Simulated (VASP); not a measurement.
# NiGe3 (Pm-3m) in VASP: single point with PBE

Aim: the single point of NiGe3 with PBE.

Everything below comes from runs of VASP 6.6.1. Logs are shortened: lines on timing, memory, paths and dates and some standing lists are left out, and cuts for length are marked.

**1. The cell of the first run**

Symmetry: Pm-3m, No. 221, cubic system. Conventional cell: a = 4.404 Å, b = 4.404 Å, c = 4.404 Å, α = 90.00°, β = 90.00°, γ = 90.00°. Within 4.1 Å of Ge (site symmetry 4/mmm) lie 8 Ge at 3.11 Å and 4 Ni at 3.11 Å. Within 4.1 Å of Ni (site symmetry m-3m) lie 12 Ge at 3.11 Å.

**2. Single point, PBE, collinear spin, ferromagnetic start**

Input file INCAR:

```
ALGO = Normal
EDIFF = 1E-6
ENCUT = 520
GGA = PE
ISIF = 2
ISMEAR = 0
ISPIN = 2
LASPH = T
LCHARG = F
LMAXMIX = 4
LORBIT = 11
LREAL = F
LWAVE = F
MAGMOM = 0 0 0 2.5
NBANDS = 38
NELM = 150
PREC = Accurate
SIGMA = 0.1
```

Input file KPOINTS:

```
k-points
0
Gamma
  10 10 10
```

Input file POSCAR:

```
NiGe3
1.0
    4.4039585433      0.0000000000      0.0000000000
    0.0000000000      4.4039585433      0.0000000000
    0.0000000000      0.0000000000      4.4039585433
Ge Ni
3 1
Direct
    0.0000000000      0.5000000000      0.5000000000
    0.5000000000      0.0000000000      0.5000000000
    0.5000000000      0.5000000000      0.0000000000
    0.0000000000      0.0000000000      0.0000000000
```

Potentials or basis: VASP PAW PBE potentials, release 64 (Ge_d, Ni).

Started as:

```bash
$ cat potpaw_PBE.64/Ge_d/POTCAR potpaw_PBE.64/Ni/POTCAR > POTCAR
$ mpirun -np 1 vasp_std > vasp.out
```

OUTCAR:

```text
EDIFF = 1E-6
   ENCUT = 520
   GGA = PE
   ISIF = 2
   ISMEAR = 0
   ISPIN = 2
   LASPH = T
   LORBIT = 11
   LREAL = F
   NELM = 150
   PREC = Accurate

 ion  position               nearest neighbor table
   1  0.000  0.500  0.500-
   2  0.500  0.000  0.500-
   3  0.500  0.500  0.000-
   4  0.000  0.000  0.000-

  LATTYP: Found a simple cubic cell.
 ALAT       =     4.4039585433

  Lattice vectors:

 A1 = (   4.4039585433,   0.0000000000,   0.0000000000)
 A2 = (   0.0000000000,   4.4039585433,   0.0000000000)
 A3 = (   0.0000000000,   0.0000000000,   4.4039585433)

Analysis of symmetry for initial positions (statically):
=====================================================================
 Subroutine PRICEL returns:
 Original cell was already a primitive cell.

 Routine SETGRP: Setting up the symmetry group for a
 simple cubic supercell.

 Subroutine GETGRP returns: Found 48 space group operations
 (whereof 48 operations were pure point group operations)
 out of a pool of 48 trial point group operations.

The static configuration has the point symmetry O_h .

Analysis of symmetry for dynamics (positions and initial velocities):
=====================================================================
 Subroutine PRICEL returns:
 Original cell was already a primitive cell.

 Routine SETGRP: Setting up the symmetry group for a
 simple cubic supercell.

 Subroutine GETGRP returns: Found 48 space group operations
 (whereof 48 operations were pure point group operations)
 out of a pool of 48 trial point group operations.

The dynamic configuration has the point symmetry O_h .

Analysis of structural, dynamic, and magnetic symmetry:
=====================================================================
 Subroutine PRICEL returns:
 Original cell was already a primitive cell.

 Routine SETGRP: Setting up the symmetry group for a
 simple cubic supercell.

 Subroutine GETGRP returns: Found 48 space group operations
 (whereof 48 operations were pure point group operations)
 out of a pool of 48 trial point group operations.

The overall configuration has the point symmetry O_h .

 Subroutine INISYM returns: Found 48 space group operations
 (whereof 48 operations are pure point group operations),
 and found     1 'primitive' translations

----------------------------------------------------------------------------------------

                                     Primitive cell

  volume of cell :      85.4141

  direct lattice vectors                    reciprocal lattice vectors
     4.403958543  0.000000000  0.000000000     0.227068441  0.000000000  0.000000000
     0.000000000  4.403958543  0.000000000     0.000000000  0.227068441  0.000000000
     0.000000000  0.000000000  4.403958543     0.000000000  0.000000000  0.227068441

  length of vectors
     4.403958543  4.403958543  4.403958543     0.227068441  0.227068441  0.227068441

  position of ions in fractional coordinates (direct lattice)
     0.000000000  0.500000000  0.500000000
     0.500000000  0.000000000  0.500000000
     0.500000000  0.500000000  0.000000000
     0.000000000  0.000000000  0.000000000

  ion indices of the primitive-cell ions
   primitive index   ion index
                 1           1
                 2           2
                 3           3
                 4           4

----------------------------------------------------------------------------------------

 KPOINTS: k-points

Automatic generation of k-mesh.
 Grid dimensions read from file:
 generate k-points for:   10   10   10

 Generating k-lattice:

  Cartesian coordinates                     Fractional coordinates (reciprocal lattice)
     0.022706844  0.000000000  0.000000000     0.100000000  0.000000000  0.000000000
     0.000000000  0.022706844  0.000000000     0.000000000  0.100000000  0.000000000
     0.000000000  0.000000000  0.022706844     0.000000000  0.000000000  0.100000000

  Length of vectors
     0.022706844  0.022706844  0.022706844

  Shift w.r.t. Gamma in fractional coordinates (k-lattice)
     0.000000000  0.000000000  0.000000000

 Subroutine IBZKPT returns following result:
 ===========================================

 Found     56 irreducible k-points:

 Following reciprocal coordinates:
            Coordinates               Weight
  0.000000  0.000000  0.000000      1.000000
  0.100000  0.000000  0.000000      6.000000
  0.200000  0.000000  0.000000      6.000000
  0.300000  0.000000  0.000000      6.000000
  0.400000  0.000000  0.000000      6.000000
  0.500000  0.000000  0.000000      3.000000
[... 16 lines left out ...]
  0.200000  0.100000  0.100000     24.000000
  0.300000  0.100000  0.100000     24.000000
 [... further k-points ...]
   k-points           NKPTS =     56   k-points in BZ     NKDIM =     56   number of bands    NBANDS=     38
   number of dos      NEDOS =    301   number of ions     NIONS =      4
   total plane-waves  NPLWV =  46656
   dimension x,y,z NGX =    36 NGY =   36 NGZ =   36
   dimension x,y,z NGXF=    72 NGYF=   72 NGZF=   72
   ions per type =               3   1
   NGX,Y,Z   is equivalent  to a cutoff of  13.59, 13.59, 13.59 a.u.
   NGXF,Y,Z  is equivalent  to a cutoff of  27.18, 27.18, 27.18 a.u.
 SYSTEM =  unknown system
   PREC   = accura    normal or accurate (medium, high low for compatibility)
   ISTART =      0    job   : 0-new  1-cont  2-samecut
   ICHARG =      2    charge: 1-file 2-atom 10-const
   ISPIN  =      2    spin polarized calculation?
   LNONCOLLINEAR =      F non collinear calculations
   LSORBIT =      F    spin-orbit coupling
   LASPH  =      T    aspherical Exc in radial PAW
   ENCUT  =  520.0 eV  38.22 Ry    6.18 a.u.   8.19  8.19  8.19*2*pi/ulx,y,z
   NELM   =    150;   NELMIN=  2; NELMDL= -5     # of ELM steps
   EDIFF  = 0.1E-05   stopping-criterion for ELM
   LREAL  =      F    real-space projection
   EDIFFG = 0.1E-04   stopping-criterion for IOM
   NSW    =      0    number of steps for IOM
   IBRION =     -1    ionic relax: 0-MD 1-quasi-New 2-CG
   NFREE  =      0    steps in history (QN), initial steepest desc. (CG)
   ISIF   =      2    stress and relaxation
   ISYM   =      2    0-nonsym 1-usesym 2-fastsym
   POTIM  = 0.5000    time-step for ionic-motion
   TEBEG  =    0.0;   TEEND  =   0.0 temperature during run
   PSTRESS=    0.0 pullay stress
   NELECT =      52.0000    total number of electrons
   NUPDOWN=      -1.0000    fix difference up-down
   EMIN   =  10.00;   EMAX   =-10.00  energy-range for DOS
   EFERMI =   0.00;   METHOD = LEGACY
   ISMEAR =     0;   SIGMA  =   0.10  broadening in eV -4-tet -1-fermi 0-gaus
   EFERMI_NEDOS =   21; number of points for ismear=-14 and -15
   IALGO  =     38    algorithm
   IMIX   =      4    mixing-type and parameters
     AMIX     =   0.40;   BMIX     =  1.00
     AMIX_MAG =   1.60;   BMIX_MAG =  1.00
  volume/ion in A,a.u.               =      21.35       144.10
  Fermi-wavevector in a.u.,A,eV,Ry     =   1.387499  2.621993 26.193309  1.925154
  Thomas-Fermi vector in A             =   2.511714
   LORBIT       =     11    0 simple, 1 ext, 2 COOP (PROOUT), +10 PAW based schemes
   GGA     = PE    functional components
   LHFCALC =     F    Hartree Fock is set to
   AEXX    =    0.0000 exact exchange contribution
   IVDW    =     0    specifies the selected vdW correction
   LEPSILON=     F    determine dielectric tensor
   LRPA    =     F    only Hartree local field effects (RPA)
 spin polarized calculation
 Gauss-broadening in eV      SIGMA  =   0.10
  energy-cutoff  :      520.00
  volume of cell :       85.41
 maximum number of plane-waves:      2325
 NGX is ok and might be reduce to    36
   NGX = 17   NGY = 17   NGZ = 17

 number of electron      52.0000042 magnetization       0.0102873

 number of electron      52.0000042 magnetization      -0.0009430

 Free energy of the ion-electron system (eV)
  ---------------------------------------------------
  ext. energy  EPLUGINS =         0.00000000
  ---------------------------------------------------
  free energy    TOTEN  =       -17.00213704 eV

  energy without entropy =      -16.99105838  energy(sigma->0) =      -16.99659771

 E-fermi :   4.7943     XC(G=0): -10.4577

 val. band max:        4.7863838803   @ k =   0.4000   0.3000   0.0000
 cond. band min:       4.7996690505   @ k =   0.5000   0.3000   0.1000
 fundamental gap:      0.0132851702
 Fermi energy:         4.7943090193

 spin component 1

 k-point     1 :       0.0000    0.0000    0.0000
  band No.  band energies     occupation
      1     -19.8964      1.00000
      2     -19.8964      1.00000
      3     -19.8964      1.00000
      4     -19.8917      1.00000
      5     -19.8505      1.00000
      6     -19.8505      1.00000
[... 30 lines left out ...]
     37      12.7942      0.00000
     38      12.7942      0.00000

 k-point     2 :       0.1000    0.0000    0.0000
  band No.  band energies     occupation
      1     -19.8962      1.00000
      2     -19.8942      1.00000
      3     -19.8942      1.00000
      4     -19.8903      1.00000
      5     -19.8504      1.00000
      6     -19.8493      1.00000
[... 30 lines left out ...]
     37      13.3464      0.00000
     38      13.3464      0.00000

 k-point     3 :       0.2000    0.0000    0.0000
  band No.  band energies     occupation
      1     -19.8956      1.00000
      2     -19.8878      1.00000
      3     -19.8878      1.00000
      4     -19.8865      1.00000
      5     -19.8500      1.00000
      6     -19.8459      1.00000
[... 30 lines left out ...]
     37      14.2419      0.00000
[... 781 lines left out ...]
 k-point    23 :       0.2000    0.1000    0.1000
  band No.  band energies     occupation
      1     -19.8922      1.00000
      2     -19.8875      1.00000
      3     -19.8858      1.00000
      4     -19.8823      1.00000
      5     -19.8483      1.00000
      6     -19.8450      1.00000
[... 30 lines left out ...]
     37      13.7236      0.00000
     38      14.4532      0.00000

 k-point    24 :       0.3000    0.1000    0.1000
  band No.  band energies     occupation
      1     -19.8911      1.00000
      2     -19.8812      1.00000
      3     -19.8769      1.00000
      4     -19.8743      1.00000
      5     -19.8486      1.00000
      6     -19.8418      1.00000
[... 30 lines left out ...]
     37      14.2203      0.00000
     38      14.7499      0.00000

 [... further k-points ...]

 spin component 2

 k-point     1 :       0.0000    0.0000    0.0000
  band No.  band energies     occupation
      1     -19.8964      1.00000
      2     -19.8964      1.00000
      3     -19.8964      1.00000
      4     -19.8917      1.00000
      5     -19.8505      1.00000
      6     -19.8505      1.00000
[... 30 lines left out ...]
     37      12.7942      0.00000
     38      12.7942      0.00000

 k-point     2 :       0.1000    0.0000    0.0000
  band No.  band energies     occupation
      1     -19.8962      1.00000
      2     -19.8942      1.00000
      3     -19.8942      1.00000
      4     -19.8903      1.00000
      5     -19.8503      1.00000
      6     -19.8493      1.00000
[... 30 lines left out ...]
     37      13.3464      0.00000
     38      13.3464      0.00000

 k-point     3 :       0.2000    0.0000    0.0000
  band No.  band energies     occupation
      1     -19.8956      1.00000
      2     -19.8878      1.00000
      3     -19.8878      1.00000
      4     -19.8865      1.00000
      5     -19.8500      1.00000
      6     -19.8459      1.00000
[... 30 lines left out ...]
     37      14.2419      0.00000
[... 781 lines left out ...]
 k-point    23 :       0.2000    0.1000    0.1000
  band No.  band energies     occupation
      1     -19.8921      1.00000
      2     -19.8875      1.00000
      3     -19.8858      1.00000
      4     -19.8823      1.00000
      5     -19.8483      1.00000
      6     -19.8450      1.00000
[... 30 lines left out ...]
     37      13.7235      0.00000
     38      14.4532      0.00000

 k-point    24 :       0.3000    0.1000    0.1000
  band No.  band energies     occupation
      1     -19.8911      1.00000
      2     -19.8812      1.00000
      3     -19.8769      1.00000
      4     -19.8743      1.00000
      5     -19.8486      1.00000
      6     -19.8418      1.00000
[... 30 lines left out ...]
     37      14.2203      0.00000
     38      14.7500      0.00000

 [... further k-points ...]

------------------------ aborting loop because EDIFF is reached ----------------------------------------

  FORCE on cell =-STRESS in cart. coord.  units (eV):
  Direction    XX          YY          ZZ          XY          YZ          ZX
  --------------------------------------------------------------------------------------
  -------------------------------------------------------------------------------------
  Total       -6.5735526     -6.5735526     -6.5735526     -0.0000000      0.0000000      0.0000000
  in kB     -123.3051048   -123.3051048   -123.3051048     -0.0000000      0.0000000      0.0000000
  external PRESSURE =    -123.3051048 kB  Pullay stress =       0.0000000 kB

 VOLUME and BASIS-vectors are now :
 -----------------------------------------------------------------------------
  energy-cutoff  :      520.00
  volume of cell :       85.41
      direct lattice vectors                 reciprocal lattice vectors
     4.403958543  0.000000000  0.000000000     0.227068441  0.000000000  0.000000000
     0.000000000  4.403958543  0.000000000     0.000000000  0.227068441  0.000000000
     0.000000000  0.000000000  4.403958543     0.000000000  0.000000000  0.227068441

 POSITION                                       TOTAL-FORCE (eV/Angst)
 -----------------------------------------------------------------------------------
      0.00000      2.20198      2.20198         0.000000      0.000000      0.000000
      2.20198      0.00000      2.20198         0.000000      0.000000      0.000000
      2.20198      2.20198      0.00000         0.000000      0.000000      0.000000
      0.00000      0.00000      0.00000         0.000000      0.000000      0.000000
 -----------------------------------------------------------------------------------
    total drift:                                0.000000      0.000000      0.000000

  FREE ENERGIE OF THE ION-ELECTRON SYSTEM (eV)
  ---------------------------------------------------
  free  energy   TOTEN  =       -17.0021370408 eV

  energy  without entropy=      -16.9910583767  energy(sigma->0) =      -16.99659771

 total charge

# of ion       s       p       d       tot
------------------------------------------
    1        1.276   0.799   9.995  12.069
    2        1.276   0.799   9.995  12.069
    3        1.276   0.799   9.995  12.069
    4        0.314   0.154   8.398   8.865
--------------------------------------------------
tot          4.141   2.550  38.381  45.073

 magnetization (x)

# of ion       s       p       d       tot
------------------------------------------
    1       -0.000   0.000   0.000   0.000
    2       -0.000   0.000   0.000   0.000
    3       -0.000   0.000   0.000   0.000
    4       -0.000  -0.000  -0.001  -0.001
--------------------------------------------------
tot         -0.000   0.000  -0.001  -0.001
```

Wall time 7.3 min (1 thread of Intel Xeon Platinum 8259CL at 2.50GHz (Skylake/Cascade Lake), shared host); peak memory 0.41 GiB.

Results:

- Free energy: -17.0021 eV
- Pressure: -12.3 GPa
- Band gap on the k mesh: zero (filled and empty bands overlap)
- Net moment: 0.00 μB per cell
- Valence electrons inside the program's atomic spheres: Ge 12.07; Ni 8.87

Levels at points of the mesh, in eV from the Fermi level:
Spin up:
```tsv
k point	band 22	band 23	band 24	band 25	band 26	band 27	band 28	band 29	band 30	band 31
(0.00, 0.00, 0.00)	-0.85	-0.85	-0.85	-0.65	-0.65	0.49	2.81	2.81	2.81	4.69
(0.50, 0.00, 0.00)	-0.92	-0.83	-0.37	-0.02	-0.02	0.07	0.07	0.98	1.78	4.81
(0.50, 0.50, 0.00)	-0.84	-0.74	-0.73	-0.40	0.35	0.71	0.71	1.66	1.66	4.19
(0.50, 0.50, 0.50)	-3.44	-0.70	-0.70	-0.60	-0.56	-0.56	-0.56	6.19	6.19	6.43
```
Spin down:
| k point | band 22 | band 23 | band 24 | band 25 | band 26 | band 27 | band 28 | band 29 | band 30 | band 31 |
| --- | --- | --- | --- | --- | --- | --- | --- | --- | --- | --- |
| (0.00, 0.00, 0.00) | -0.85 | -0.85 | -0.85 | -0.66 | -0.66 | 0.49 | 2.81 | 2.81 | 2.81 | 4.69 |
| (0.50, 0.00, 0.00) | -0.92 | -0.83 | -0.37 | -0.02 | -0.02 | 0.07 | 0.07 | 0.98 | 1.78 | 4.81 |
| (0.50, 0.50, 0.00) | -0.84 | -0.74 | -0.73 | -0.40 | 0.35 | 0.71 | 0.71 | 1.66 | 1.66 | 4.19 |
| (0.50, 0.50, 0.50) | -3.44 | -0.70 | -0.70 | -0.60 | -0.56 | -0.56 | -0.56 | 6.19 | 6.19 | 6.43 |

Caveat: the cell stands under tension.
